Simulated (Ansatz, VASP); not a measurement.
# CO2: VASP beside Ansatz

The input INCAR:

```
  PREC = Accurate
  ENCUT = 520
  EDIFF = 1E-7
  ISMEAR = 0
  SIGMA = 0.05
  LREAL = False
  LASPH = True
  NELM = 80
  ALGO = Normal
  ISIF = 2
  LWAVE = False
  LCHARG = False
  GGA = PE
  NBANDS = 44
```

The input KPOINTS:

```
regular mesh
0
Gamma
  4 4 4
```

POSCAR

```
CO2
1.0
    6.1065712150      0.0000000000      0.0000000000
    0.0000000000      6.1065712150      0.0000000000
    0.0000000000      0.0000000000      5.9612348201
C O
4 8
Direct
    0.0000000000      0.0000000000      0.0000000000
    0.5000000000      0.0000000000      0.5000000000
    0.5000000000      0.5000000000      0.0000000000
    0.0000000000      0.5000000000      0.5000000000
    0.1114834447      0.1114834447      0.1114834447
    0.3885165553      0.8885165553      0.6114834447
    0.6114834447      0.3885165553      0.8885165553
    0.8885165553      0.6114834447      0.3885165553
    0.8885165553      0.8885165553      0.8885165553
    0.6114834447      0.1114834447      0.3885165553
    0.3885165553      0.6114834447      0.1114834447
    0.1114834447      0.3885165553      0.6114834447
```

Input for Ansatz:

```yaml
crystal:
  lattice:
    - [6.106571215, 0.0, 0.0]
    - [0.0, 6.106571215, 0.0]
    - [0.0, 0.0, 5.9612348201]
  atoms:
    - { symbol: C, position: [0.0, 0.0, 0.0] }
    - { symbol: C, position: [0.5, 0.0, 0.5] }
    - { symbol: C, position: [0.5, 0.5, 0.0] }
    - { symbol: C, position: [0.0, 0.5, 0.5] }
    - { symbol: O, position: [0.1114834447, 0.1114834447, 0.1114834447] }
    - { symbol: O, position: [0.3885165553, 0.8885165553, 0.6114834447] }
    - { symbol: O, position: [0.6114834447, 0.3885165553, 0.8885165553] }
    - { symbol: O, position: [0.8885165553, 0.6114834447, 0.3885165553] }
    - { symbol: O, position: [0.8885165553, 0.8885165553, 0.8885165553] }
    - { symbol: O, position: [0.6114834447, 0.1114834447, 0.3885165553] }
    - { symbol: O, position: [0.3885165553, 0.6114834447, 0.1114834447] }
    - { symbol: O, position: [0.1114834447, 0.3885165553, 0.6114834447] }
basis:
  ecutwfc: 520.0
kpoints:
  mp_grid: { grid: [4, 4, 4] }
hamiltonian:
  xc: pbe
scf:
  occupations: { method: gaussian, width: 0.05 }
output:
  forces: true
  stress: true
  eigenvalues: true
  write_density: true
  write_potential: true
  elf: true
  volumetric_format: npy
```

Alike in both runs: task single point; functional PBE; k mesh 4 × 4 × 4; occupations gaussian, width 0.05 eV; no spin polarisation.

```csv
,VASP,Ansatz
version,VASP 6.6.1,Ansatz 0.2.0
potentials or method,"VASP PAW PBE potentials, release 64 (C, O), cutoff 520 eV","scalar-relativistic, plane waves, PAW"
valence electrons in the cell,64,64
```

Ansatz gave:

| Property | Result |
| --- | --- |
| gap on the k mesh at the Fermi level (eV) | 6.62 |
| least direct gap on the mesh (eV) | 6.62 |
| pressure (GPa) | 0.0 |
| traceless stress, the component that is largest in VASP (GPa) | 0.05 |
| rms of the force components (eV/Å) | 0.007 |

Q: Which values does VASP return?

A: gap on the k mesh at the Fermi level (eV): 6.60; least direct gap on the mesh (eV): 6.60; pressure (GPa): 1.2; traceless stress, the component that is largest in VASP (GPa): 0.01; rms of the force components (eV/Å): 0.293.

Atom by atom the forces differ by 0.300 eV/Å (rms over components). One of these differences is far larger than is usual between the two programs; its cause wasn't traced. The functional is the same, so the differences come from potentials, cutoffs and numerics.

Noted on VASP's run: the standard files for N, O and F lose accuracy on very short bonds.
